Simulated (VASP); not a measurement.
The system is AlAs.

```
Al As
1.0
     0.00000    2.83040    2.83040
     2.83040    0.00000    2.83040
     2.83040    2.83040    0.00000
Al As
1 1
Cartesian
  0.0000 0.0000 0.0000
  4.2456 4.2456 4.2456
```

Base run:

```yaml
Program: VASP 6.6.1
Functional: PBE
Potentials_or_basis: VASP PAW PBE potentials, release 64 (Al, As)
Cutoff: 500 eV
k_mesh: 8 × 8 × 8
Occupations: gaussian, width 0.05 eV
Spin: no spin polarisation
```

Its results: band gap on the k mesh 1.43 eV, indirect (least direct gap 2.06 eV); pressure 2.8 GPa.

Problem. The run is repeated on the same cell with these changes: functional from PBE to RPBE; dispersion from none to D4. What comes out?

Solution. Band gap on the k mesh 1.51 eV, indirect (least direct gap 2.19 eV); pressure -1.0 GPa.

Several settings changed at once, so the effect can't be laid on one alone.

Caveats: the PAW data sets were made with another functional, which shifts forces and pressure a little (some runs).

A k mesh can miss the band edges.
